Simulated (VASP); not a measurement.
# MoW14 (a cell with a defect) in VASP: a series of runs

The runs below take MoW14 (a cell with a defect) through single point, with PBE.

All numbers are computed with VASP 6.6.1; they aren't measurements. Logs are shortened: lines on timing, memory, paths and dates and some standing lists are left out, and cuts for length are marked.

## 1. The cell of the first run

The cell holds a defect, 15 atoms: a = 6.320 Å, b = 6.320 Å, c = 6.320 Å, α = 90.00°, β = 90.00°, γ = 90.00°.

## 2. Single point, PBE

INCAR reads:

```
SYSTEM = MoW14
ALGO = Normal
EDIFF = 1E-7
ENCUT = 520
GGA = PE
ISIF = 2
ISMEAR = 0
LASPH = .TRUE.
LCHARG = .FALSE.
LREAL = Auto
LWAVE = .FALSE.
NBANDS = 118
NELM = 100
PREC = Accurate
SIGMA = 0.1
```

KPOINTS reads:

```
k-points
0
G
  3 3 3
  0 0 0
```

POSCAR reads:

```
MoW14
1.0
    6.3200000000      0.0000000000      0.0000000000
    0.0000000000      6.3200000000      0.0000000000
    0.0000000000      0.0000000000      6.3200000000
Mo W
1 14
Direct
    0.2475480686     -0.2475480686     -0.2475480686
    0.4998393807     -0.0002929630     -0.0002929630
    0.0002929630      0.5001606193     -0.0002929630
    0.0002929630     -0.0002929630      0.5001606193
    0.2475109393      0.2473756907      0.2473756907
    0.4997794120      0.5002205880     -0.0000367457
    0.4997794120     -0.0000367457      0.5002205880
    0.7523150707      0.2476849293      0.2476849293
    0.0000367457      0.5002205880      0.5002205880
    0.2477216890      0.7522783110      0.2477994612
    0.2477216890      0.2477994612      0.7522783110
    0.4997125095      0.5002874905      0.5002874905
    0.7526243093      0.7524890607      0.2473756907
    0.7526243093      0.2473756907      0.7524890607
    0.7522005388      0.7522783110      0.7522783110
```

Potentials or basis: VASP PAW PBE potentials, release 64 (Mo_sv, W_sv).

On the command line:

```
> cat potpaw_PBE.64/Mo_sv/POTCAR potpaw_PBE.64/W_sv/POTCAR > POTCAR
> mpirun -np 1 vasp_std > vasp.out
```

OUTCAR:

```text
SYSTEM = MoW14
   EDIFF = 1E-7
   ENCUT = 520
   GGA = PE
   ISIF = 2
   ISMEAR = 0
   LASPH = .TRUE.
   LREAL = Auto
   NELM = 100
   PREC = Accurate

 ion  position               nearest neighbor table
   1  0.248  0.752  0.752-   2 2.73   3 2.73   4 2.73   6 2.74   7 2.74   9 2.74  12 2.76  10 3.13
                            11 3.13  15 3.13  10 3.19  15 3.19  11 3.19
   2  0.500  1.000  1.000-   1 2.73  15 2.73  11 2.73  10 2.73   5 2.73  14 2.73  13 2.73   8 2.73
                             6 3.16   7 3.16   6 3.16   7 3.16
   3  0.000  0.500  1.000-   1 2.73  11 2.73  10 2.73  15 2.73  13 2.73  14 2.73   5 2.73   8 2.73
                             9 3.16   6 3.16   9 3.16   6 3.16
   4  0.000  1.000  0.500-   1 2.73  10 2.73  11 2.73  15 2.73  14 2.73   5 2.73  13 2.73   8 2.73
                             9 3.16   7 3.16   9 3.16   7 3.16
   5  0.248  0.247  0.247-   2 2.73   3 2.73   4 2.73   6 2.75   7 2.75   9 2.75  12 2.77  11 3.13
                            10 3.13   8 3.13   8 3.19  10 3.19  11 3.19
   6  0.500  0.500  1.000-  10 2.74   1 2.74  11 2.74  15 2.74  13 2.75   5 2.75   8 2.75  14 2.75
                             3 3.16   2 3.16  12 3.16  12 3.16   3 3.16   2 3.16
   7  0.500  1.000  0.500-  11 2.74   1 2.74  10 2.74  15 2.74   5 2.75  14 2.75   8 2.75  13 2.75
                             4 3.16   2 3.16  12 3.16  12 3.16   4 3.16   2 3.16
   8  0.752  0.248  0.248-   2 2.73   3 2.73   4 2.73   6 2.75   7 2.75   9 2.75  12 2.77   5 3.13
                            13 3.13  14 3.13  13 3.19  14 3.19   5 3.19
   9  0.000  0.500  0.500-  15 2.74   1 2.74  11 2.74  10 2.74  13 2.75  14 2.75   8 2.75   5 2.75
                             4 3.16   3 3.16  12 3.16  12 3.16   4 3.16   3 3.16
  10  0.248  0.752  0.248-   4 2.73   3 2.73   2 2.73   6 2.74   7 2.74   9 2.74  12 2.76   5 3.13
                            13 3.13   1 3.13   1 3.19  13 3.19   5 3.19
  11  0.248  0.248  0.752-   3 2.73   2 2.73   4 2.73   7 2.74   6 2.74   9 2.74  12 2.76   5 3.13
                            14 3.13   1 3.13   1 3.19  14 3.19   5 3.19
  12  0.500  0.500  0.500-  10 2.76  11 2.76  15 2.76   1 2.76   8 2.77  13 2.77  14 2.77   5 2.77
                             9 3.16   7 3.16   6 3.16   9 3.16   6 3.16   7 3.16
  13  0.753  0.752  0.247-   3 2.73   2 2.73   4 2.73   6 2.75   9 2.75   7 2.75  12 2.77  10 3.13
                            15 3.13   8 3.13   8 3.19  15 3.19  10 3.19
  14  0.753  0.247  0.752-   4 2.73   3 2.73   2 2.73   7 2.75   9 2.75   6 2.75  12 2.77  11 3.13
                            15 3.13   8 3.13   8 3.19  15 3.19  11 3.19
  15  0.752  0.752  0.752-   2 2.73   3 2.73   4 2.73   9 2.74   7 2.74   6 2.74  12 2.76  13 3.13
                            14 3.13   1 3.13   1 3.19  14 3.19  13 3.19

  LATTYP: Found a simple cubic cell.
 ALAT       =     6.3200000000

  Lattice vectors:

 A1 = (   6.3200000000,   0.0000000000,   0.0000000000)
 A2 = (   0.0000000000,   6.3200000000,   0.0000000000)
 A3 = (   0.0000000000,   0.0000000000,   6.3200000000)

Analysis of symmetry for initial positions (statically):
=====================================================================
 Subroutine PRICEL returns:
 Original cell was already a primitive cell.

 Routine SETGRP: Setting up the symmetry group for a
 simple cubic supercell.

 Subroutine GETGRP returns: Found  6 space group operations
 (whereof  6 operations were pure point group operations)
 out of a pool of 48 trial point group operations.

The static configuration has the point symmetry C_3v.

Analysis of symmetry for dynamics (positions and initial velocities):
=====================================================================
 Subroutine PRICEL returns:
 Original cell was already a primitive cell.

 Routine SETGRP: Setting up the symmetry group for a
 simple cubic supercell.

 Subroutine GETGRP returns: Found  6 space group operations
 (whereof  6 operations were pure point group operations)
 out of a pool of 48 trial point group operations.

The dynamic configuration has the point symmetry C_3v.

 Subroutine INISYM returns: Found  6 space group operations
 (whereof  6 operations are pure point group operations),
 and found     1 'primitive' translations

----------------------------------------------------------------------------------------

                                     Primitive cell

  volume of cell :     252.4360

  direct lattice vectors                    reciprocal lattice vectors
     6.320000000  0.000000000  0.000000000     0.158227848  0.000000000  0.000000000
[... 60 lines left out ...]
     0.000000000  0.000000000  0.000000000

 Subroutine IBZKPT returns following result:
 ===========================================

 Found      6 irreducible k-points:

 Following reciprocal coordinates:
            Coordinates               Weight
  0.000000  0.000000  0.000000      1.000000
  0.333333  0.000000  0.000000      6.000000
  0.333333  0.333333  0.000000      6.000000
  0.000000  0.333333  0.333333      6.000000
  0.333333  0.333333  0.333333      6.000000
 -0.333333  0.333333  0.333333      2.000000
   k-points           NKPTS =      6   k-points in BZ     NKDIM =      6   number of bands    NBANDS=    118
   number of dos      NEDOS =    301   number of ions     NIONS =     15
   total plane-waves  NPLWV = 110592
   dimension x,y,z NGX =    48 NGY =   48 NGZ =   48
   dimension x,y,z NGXF=    96 NGYF=   96 NGZF=   96
   ions per type =               1  14
   NGX,Y,Z   is equivalent  to a cutoff of  12.63, 12.63, 12.63 a.u.
   NGXF,Y,Z  is equivalent  to a cutoff of  25.25, 25.25, 25.25 a.u.
 SYSTEM =  MoW14
   PREC   = accura    normal or accurate (medium, high low for compatibility)
   ISTART =      0    job   : 0-new  1-cont  2-samecut
   ICHARG =      2    charge: 1-file 2-atom 10-const
   ISPIN  =      1    spin polarized calculation?
   LNONCOLLINEAR =      F non collinear calculations
   LSORBIT =      F    spin-orbit coupling
   LASPH  =      T    aspherical Exc in radial PAW
   ENCUT  =  520.0 eV  38.22 Ry    6.18 a.u.  11.75 11.75 11.75*2*pi/ulx,y,z
   NELM   =    100;   NELMIN=  2; NELMDL= -5     # of ELM steps
   EDIFF  = 0.1E-06   stopping-criterion for ELM
   LREAL  =      T    real-space projection
   EDIFFG = 0.1E-05   stopping-criterion for IOM
   NSW    =      0    number of steps for IOM
   IBRION =     -1    ionic relax: 0-MD 1-quasi-New 2-CG
   NFREE  =      0    steps in history (QN), initial steepest desc. (CG)
   ISIF   =      2    stress and relaxation
   ISYM   =      2    0-nonsym 1-usesym 2-fastsym
   POTIM  = 0.5000    time-step for ionic-motion
   TEBEG  =    0.0;   TEEND  =   0.0 temperature during run
   PSTRESS=    0.0 pullay stress
   NELECT =     210.0000    total number of electrons
   NUPDOWN=      -1.0000    fix difference up-down
   EMIN   =  10.00;   EMAX   =-10.00  energy-range for DOS
   EFERMI =   0.00;   METHOD = LEGACY
   ISMEAR =     0;   SIGMA  =   0.10  broadening in eV -4-tet -1-fermi 0-gaus
   EFERMI_NEDOS =   21; number of points for ismear=-14 and -15
   IALGO  =     38    algorithm
   IMIX   =      4    mixing-type and parameters
     AMIX     =   0.40;   BMIX     =  1.00
     AMIX_MAG =   1.60;   BMIX_MAG =  1.00
  volume/ion in A,a.u.               =      16.83       113.57
  Fermi-wavevector in a.u.,A,eV,Ry     =   1.539681  2.909576 32.254225  2.370619
  Thomas-Fermi vector in A             =   2.645875
   LORBIT       =      0    0 simple, 1 ext, 2 COOP (PROOUT), +10 PAW based schemes
   GGA     = PE    functional components
   LHFCALC =     F    Hartree Fock is set to
   AEXX    =    0.0000 exact exchange contribution
   IVDW    =     0    specifies the selected vdW correction
   LEPSILON=     F    determine dielectric tensor
   LRPA    =     F    only Hartree local field effects (RPA)
 non-spin polarized calculation
 Gauss-broadening in eV      SIGMA  =   0.10
  energy-cutoff  :      520.00
  volume of cell :      252.44
 maximum number of plane-waves:      6859
   NGX = 23   NGY = 23   NGZ = 23

 number of electron     210.0000004 magnetization

 Free energy of the ion-electron system (eV)
  ---------------------------------------------------
  ext. energy  EPLUGINS =         0.00000000
  ---------------------------------------------------
  free energy    TOTEN  =      -188.89271217 eV

  energy without entropy =     -188.82009437  energy(sigma->0) =     -188.85640327

 E-fermi :  10.2918     XC(G=0): -13.1987

 val. band max:       10.2426522122   @ k =   0.0000   0.0000   0.0000
 cond. band min:      10.3027396973   @ k =   0.3333   0.0000   0.0000
 fundamental gap:      0.0600874851
 Fermi energy:        10.2917896464

 k-point     1 :       0.0000    0.0000    0.0000
  band No.  band energies     occupation
      1     -63.5835      2.00000
      2     -63.5214      2.00000
      3     -63.5214      2.00000
      4     -63.5068      2.00000
      5     -63.4920      2.00000
      6     -63.4834      2.00000
[... 709 lines left out ...]
    116      12.5835      0.00000
    117      12.5981      0.00000
 [bands above 117 left out]

------------------------ aborting loop because EDIFF is reached ----------------------------------------

  FORCE on cell =-STRESS in cart. coord.  units (eV):
  Direction    XX          YY          ZZ          XY          YZ          ZX
  --------------------------------------------------------------------------------------
  -------------------------------------------------------------------------------------
  Total       -0.6119669     -0.6119669     -0.6119669     -0.0846264      0.0846264     -0.0846264
  in kB       -3.8840724     -3.8840724     -3.8840724     -0.5371123      0.5371123     -0.5371123
  external PRESSURE =      -3.8840724 kB  Pullay stress =       0.0000000 kB

 VOLUME and BASIS-vectors are now :
 -----------------------------------------------------------------------------
  energy-cutoff  :      520.00
  volume of cell :      252.44
      direct lattice vectors                 reciprocal lattice vectors
     6.320000000  0.000000000  0.000000000     0.158227848  0.000000000  0.000000000
     0.000000000  6.320000000  0.000000000     0.000000000  0.158227848  0.000000000
     0.000000000  0.000000000  6.320000000     0.000000000  0.000000000  0.158227848

 POSITION                                       TOTAL-FORCE (eV/Angst)
 -----------------------------------------------------------------------------------
      1.56450      4.75550      4.75550        -0.012208      0.012208      0.012208
      3.15898      6.31815      6.31815         0.000061     -0.003958     -0.003958
      0.00185      3.16102      6.31815         0.003958     -0.000061     -0.003958
      0.00185      6.31815      3.16102         0.003958     -0.003958     -0.000061
      1.56427      1.56341      1.56341        -0.017261     -0.017842     -0.017842
      3.15861      3.16139      6.31977        -0.000658      0.000658     -0.000695
      3.15861      6.31977      3.16139        -0.000658     -0.000695      0.000658
      4.75463      1.56537      1.56537         0.003638     -0.003638     -0.003638
      0.00023      3.16139      3.16139         0.000695      0.000658      0.000658
      1.56560      4.75440      1.56609        -0.000322      0.000322     -0.000473
      1.56560      1.56609      4.75440        -0.000322     -0.000473      0.000322
      3.15818      3.16182      3.16182        -0.017039      0.017039      0.017039
      4.75659      4.75573      1.56341         0.017842      0.017261     -0.017842
      4.75659      1.56341      4.75573         0.017842     -0.017842      0.017261
      4.75391      4.75440      4.75440         0.000473      0.000322      0.000322
 -----------------------------------------------------------------------------------
    total drift:                                0.000822     -0.000822     -0.000822

  FREE ENERGIE OF THE ION-ELECTRON SYSTEM (eV)
  ---------------------------------------------------
  free  energy   TOTEN  =      -188.8927121741 eV

  energy  without entropy=     -188.8200943748  energy(sigma->0) =     -188.85640327
```

Run time: 4.1 min. Hardware: 1 thread of Intel Xeon 6975P-C (Granite Rapids), shared host; peak memory 0.39 GiB.

Results:

- Free energy: -188.8927 eV
- Pressure: -0.4 GPa
- Largest force: 0.031 eV/Å

Forces in eV/Å, atoms in the order of the input:
```
Mo  -0.012  0.012  0.012
W    0.000 -0.004 -0.004
W    0.004  0.000 -0.004
W    0.004 -0.004  0.000
W   -0.017 -0.018 -0.018
W   -0.001  0.001 -0.001
W   -0.001 -0.001  0.001
W    0.004 -0.004 -0.004
W    0.001  0.001  0.001
W    0.000  0.000  0.000
W    0.000  0.000  0.000
W   -0.017  0.017  0.017
W    0.018  0.017 -0.018
W    0.018 -0.018  0.017
W    0.000  0.000  0.000
```

Caveat: spin-orbit coupling is left out, which moves the levels of the heavy elements.

## 3. Single point, PBE

INCAR reads:

```
SYSTEM = MoW14
PREC = Accurate ; ENCUT = 520
EDIFF = 1E-7 ; ISMEAR = 0
SIGMA = 0.1 ; LREAL = Auto
LASPH = .TRUE. ; NELM = 60
ALGO = Normal ; ISIF = 2
LWAVE = .FALSE. ; LCHARG = .FALSE.
GGA = PE ; NBANDS = 118
```

KPOINTS reads:

```
Automatic mesh
0
G
  3 3 3
  0 0 0
```

POSCAR reads:

```
MoW14
1.0
    6.3200000000      0.0000000000      0.0000000000
    0.0000000000      6.3200000000      0.0000000000
    0.0000000000      0.0000000000      6.3200000000
Mo W
1 14
Direct
    0.2475481013     -0.2475481013     -0.2475481013
    0.4998393987     -0.0002930380     -0.0002930380
    0.0002930380      0.5001606013     -0.0002930380
    0.0002930380     -0.0002930380      0.5001606013
    0.2475109177      0.2473756329      0.2473756329
    0.4997794304      0.5002205696     -0.0000367089
    0.4997794304     -0.0000367089      0.5002205696
    0.7523150316      0.2476849684      0.2476849684
    0.0000367089      0.5002205696      0.5002205696
    0.2477216772      0.7522783228      0.2477995253
    0.2477216772      0.2477995253      0.7522783228
    0.4997125000      0.5002875000      0.5002875000
    0.7526243671      0.7524890823      0.2473756329
    0.7526243671      0.2473756329      0.7524890823
    0.7522004747      0.7522783228      0.7522783228
```

Potentials or basis: VASP PAW PBE potentials, release 64 (Mo_sv, W_sv).

On the command line:

```
> cat potpaw_PBE.64/Mo_sv/POTCAR potpaw_PBE.64/W_sv/POTCAR > POTCAR
> mpirun -np 1 vasp_std > vasp.out
```

Run time: 4.1 min. Hardware: 1 thread of Intel Xeon 6975P-C (Granite Rapids), shared host; peak memory 0.38 GiB.

It converged, with:

| Property | Result |
| --- | --- |
| Free energy | -188.8927 eV |
| Pressure | -0.4 GPa |
| Largest force | 0.031 eV/Å |

Forces on the atoms (eV/Å):
```
Mo  -0.012  0.012  0.012
W    0.000 -0.004 -0.004
W    0.004  0.000 -0.004
W    0.004 -0.004  0.000
W   -0.017 -0.018 -0.018
W   -0.001  0.001 -0.001
W   -0.001 -0.001  0.001
W    0.004 -0.004 -0.004
W    0.001  0.001  0.001
W    0.000  0.000  0.000
W    0.000  0.000  0.000
W   -0.017  0.017  0.017
W    0.018  0.017 -0.018
W    0.018 -0.018  0.017
W    0.000  0.000  0.000
```

Stress tensor (GPa, compression positive):
```
-0.39 -0.05 -0.05
-0.05 -0.39  0.05
-0.05  0.05 -0.39
```

Levels at points of the mesh, in eV from the Fermi level:
```csv
k point,band 103,band 104,band 105,band 106,band 107,band 108
"(0.00, 0.00, 0.00)",-0.11,-0.05,-0.05,1.07,1.07,1.08
```

Caveat: spin-orbit coupling is left out, which moves the levels of the heavy elements.
